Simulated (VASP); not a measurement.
**BiN: single point with PBEsol**

The system is BiN.

```
CELL_PARAMETERS angstrom
4.00995 0.00000 0.00000
0.00000 4.00995 0.00000
0.00000 0.00000 4.86392
ATOMIC_POSITIONS crystal
Bi 0.50000 0.00000 0.22547
Bi 0.00000 0.50000 0.77453
N 0.00000 0.00000 0.00000
N 0.50000 0.50000 0.00000
```

- Program: VASP 6.6.1
- Task: single point
- Functional: PBEsol
- Potentials or basis: VASP PAW PBE potentials, release 64 (Bi_d, N)
- Cutoff: 520 eV
- k mesh: 8 × 8 × 6
- Occupations: gaussian, width 0.05 eV
- Spin: no spin polarisation

```
Pressure               : 0.1 GPa
Largest force          : 0.046 eV/Å
Band gap on the k mesh : zero (band 20 reaches 6.67 eV, above the bottom of band 21 at 6.41 eV)
```

Forces on the atoms (eV/Å):
```
Bi   0.000  0.000  0.046
Bi   0.000  0.000 -0.046
N    0.000  0.000  0.000
N    0.000  0.000  0.000
```

Stress tensor (GPa, compression positive):
```
0.13 0.00 0.00
0.00 0.13 0.00
0.00 0.00 0.05
```

Levels at points of the mesh, in eV from the Fermi level:
```tsv
k point	band 16	band 17	band 18	band 19	band 20	band 21	band 22	band 23	band 24	band 25
(0.00, 0.00, 0.00)	-5.21	-1.35	-1.35	-1.01	-0.62	1.22	2.89	4.57	4.57	4.87
(0.50, 0.00, 0.00)	-3.52	-3.25	-3.25	-2.24	-2.24	2.63	2.63	5.42	5.42	6.21
(0.50, 0.50, 0.00)	-3.63	-2.74	-2.74	-0.01	-0.01	0.52	0.52	3.71	3.71	7.42
(0.00, 0.00, 0.50)	-4.98	-1.49	-1.49	-1.18	-1.11	-0.17	2.39	2.39	2.94	7.23
(0.50, 0.00, 0.50)	-4.02	-3.45	-3.45	-1.01	-1.01	3.27	3.27	4.69	4.69	5.49
(0.50, 0.50, 0.50)	-4.43	-3.61	-3.61	-0.01	-0.01	3.48	3.48	4.23	4.23	5.51
```

It took 59 s on 1 thread of AMD EPYC 9R45 96-Core Processor (Zen 5) (shared host), peak memory 0.22 GiB.

Caveat: the PAW data sets were made with another functional, which shifts forces and pressure a little; spin-orbit coupling is left out, which moves the levels of the heavy elements.
